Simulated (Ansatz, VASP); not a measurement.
**ZnRe in VASP and in Ansatz**

```
CELL_PARAMETERS angstrom
3.04147 0.00000 0.00000
0.00000 3.04147 0.00000
0.00000 0.00000 3.04147
ATOMIC_POSITIONS crystal
Zn 0.00000 0.00000 0.00000
Re 0.50000 0.50000 0.50000
```

Alike in both runs: functional PBE; k mesh 18 × 18 × 18; occupations gaussian, width 0.1 eV; no spin polarisation.

Ansatz relaxed the structure, and its values are those at the end. VASP's run is a single point on that final structure, the one shown.

```csv
,VASP,Ansatz
version,VASP 6.6.1,Ansatz 0.2.0
potentials or method,"VASP PAW PBE potentials, release 64 (Zn, Re), cutoff 520 eV","scalar-relativistic, plane waves, PAW"
valence electrons in the cell,19,27
```

Ansatz gave:

* gap on the k mesh at the Fermi level (eV): none
* pressure (GPa): 0.0

Question: Which values does VASP return?

Answer: gap on the k mesh at the Fermi level (eV): none; pressure (GPa): 0.6.

A gap of «none» marks a metal or a gap that the smearing closes. VASP's potentials hold 19 valence electrons a cell and Ansatz's 27, so a difference there can come from the potentials and not from the codes.

Neither program's run includes spin-orbit coupling.
